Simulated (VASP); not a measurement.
Wanted: the native input for a VASP 6.6.1 run.

```yaml
Task: single point
Functional: LDA
Potentials_or_basis: VASP PAW LDA potentials, release 64 (In_d, P)
Cutoff: 520 eV
k_mesh: 14 × 14 × 14
Occupations: gaussian, width 0.1 eV
Spin: no spin polarisation
Dipole_correction: no
Further_INCAR_settings: ALGO = Normal; EDIFF = 1e-06; NBANDS = 16
```

The structure of InP lies in POSCAR:

```
InP
1.0
    0.0000000000      2.7087207016      2.7087207016
    2.7087207016      0.0000000000      2.7087207016
    2.7087207016      2.7087207016      0.0000000000
In P
1 1
Direct
    0.0000000000      0.0000000000      0.0000000000
    0.5000000000      0.5000000000      0.5000000000
```

One way to write it, as run:

INCAR

```
PREC = Accurate
ENCUT = 520
EDIFF = 1E-6
ISMEAR = 0
SIGMA = 0.1
LREAL = F
LASPH = T
NELM = 100
ALGO = Normal
ISIF = 2
LWAVE = F
LCHARG = T
GGA = CA
LELF = T
LVHAR = T
NBANDS = 16
```

KPOINTS

```
Automatic mesh
0
Gamma
  14 14 14
```

Potentials or basis: VASP PAW LDA potentials, release 64 (In_d, P).

The run is started by

```bash
$ cat potpaw_LDA.64/In_d/POTCAR potpaw_LDA.64/P/POTCAR > POTCAR
$ mpirun -np 1 vasp_std > vasp.out
```

It gave:

The pressure is 0.0 GPa and the band gap on the k mesh is zero (band 9 reaches 8.05 eV, above the bottom of band 10 at 5.13 eV).

Caveat: spin-orbit coupling is left out, which moves the levels of the heavy elements.

Wall time 83 s on 1 thread of AMD EPYC 7R43 64-Core Processor (Zen 3), on a shared host, peak memory 0.15 GiB.
